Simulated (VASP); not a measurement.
**AlN: single point with PBE**

The system is AlN.

```
CELL_PARAMETERS angstrom
3.16936 0.00000 0.00000
-1.58468 2.74474 0.00000
0.00000 0.00000 5.09067
ATOMIC_POSITIONS crystal
Al 0.33333 0.66667 0.99945
Al 0.66667 0.33333 0.49945
N 0.33333 0.66667 0.38055
N 0.66667 0.33333 0.88055
```

This cell differs from its parent crystal: volume scaled by 1.040.

| Property | Result |
| --- | --- |
| Program | VASP 6.6.1 |
| Task | single point |
| Functional | PBE |
| Potentials or basis | VASP PAW PBE potentials, release 64 (Al, N) |
| Cutoff | 520 eV |
| k mesh | 10 × 10 × 6 |
| Occupations | gaussian, width 0.05 eV |
| Spin | no spin polarisation |

- Pressure: -7.3 GPa
- Largest force: 0.007 eV/Å
- Band gap on the k mesh: 3.72 eV, direct

Forces in eV/Å, atoms in the order of the input:
```
Al   0.000  0.000  0.007
Al   0.000  0.000  0.007
N    0.000  0.000 -0.007
N    0.000  0.000 -0.007
```

Levels at points of the mesh, in eV from the valence-band top:
```
           k point  band 4  band 5  band 6  band 7  band 8  band 9  band 10  band 11  band 12  band 13
(0.00, 0.00, 0.00)   -0.80   -0.80   -0.18   -0.18    0.00    3.72     6.20    10.14    10.77    10.77
(0.50, 0.00, 0.00)   -4.03   -3.19   -1.98   -1.68   -0.66    5.64     5.67     7.70     9.87    10.60
(0.00, 0.00, 0.50)   -3.24   -0.50   -0.50   -0.50   -0.50    5.99     5.99     9.85     9.85    11.09
(0.50, 0.00, 0.50)   -5.36   -1.39   -1.39   -1.31   -1.31    5.12     5.12     8.91     8.91    11.17
```

It took 22 s on 1 thread of Intel(R) Xeon(R) Platinum 8375C CPU @ 2.90GHz (Ice Lake), with other jobs on the host, peak memory 0.17 GiB.
